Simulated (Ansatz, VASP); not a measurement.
Cu in VASP and in Ansatz

INCAR

```
SYSTEM = Cu
PREC     = Accurate       ! precision mode
ENCUT    = 520            ! plane-wave cutoff, eV
EDIFF    = 1E-6           ! SCF threshold, eV
ISMEAR   = 0              ! smearing method
SIGMA    = 0.15           ! smearing width, eV
LREAL    = .False.        ! projectors in reciprocal space
LASPH    = .True.         ! aspherical terms in the spheres
NELM     = 80             ! most SCF steps
ALGO     = Fast           ! electronic algorithm
ISIF     = 2              ! what is computed and relaxed
LWAVE    = .False.        ! write WAVECAR
LCHARG   = .False.        ! write CHGCAR
GGA      = PE             ! functional
NBANDS   = 12             ! bands
```

File KPOINTS:

```
Automatic mesh
0
Gamma
  20 20 20
  0 0 0
```

File POSCAR:

```
Cu
1.0
    0.0000000000      1.9957368610      1.8143062373
    1.6328756136      0.0000000000      1.8143062373
    1.6328756136      1.9957368610      0.0000000000
Cu
1
Direct
    0.0000000000      0.0000000000      0.0000000000
```

Input for Ansatz:

```yaml
crystal:
  lattice:
    - [0.0, 1.995736861, 1.8143062373]
    - [1.6328756136, 0.0, 1.8143062373]
    - [1.6328756136, 1.995736861, 0.0]
  atoms:
    - { symbol: Cu, position: [0.0, 0.0, 0.0] }
basis:
  ecutwfc: 520.0
kpoints:
  mp_grid: { grid: [20, 20, 20] }
hamiltonian:
  xc: pbe
  pseudopotentials: { kind: paw, azcp: { folder: soft_1 } }
scf:
  occupations: { method: gaussian, width: 0.15 }
output:
  forces: true
  stress: true
  eigenvalues: true
```

Change from the starting cell: engineering shear strain xy +0.0000, strain +e along x and -e along y -0.1000.

Alike in both runs: task single point; functional PBE; k mesh 20 × 20 × 20; occupations gaussian, width 0.15 eV; no spin polarisation.

|  | VASP | Ansatz |
| --- | --- | --- |
| version | VASP 6.6.1 | Ansatz 0.2.0 |
| potentials or method | VASP PAW PBE potentials, release 64 (Cu), cutoff 520 eV | scalar-relativistic, plane waves, PAW |
| valence electrons in the cell | 11 | 19 |

```tsv
	VASP	Ansatz	Ansatz less VASP
gap on the k mesh at the Fermi level (eV)	none	none	-
pressure (GPa)	3.4	2.6	-0.80
traceless stress, the component that is largest in VASP (GPa)	-7.34	-7.39	-0.054
```

A gap of «none» marks a metal or a gap that the smearing closes. The functional is the same, so the differences come from potentials, cutoffs and numerics. VASP's potentials hold 11 valence electrons a cell and Ansatz's 19, so a difference there can come from the potentials and not from the codes.
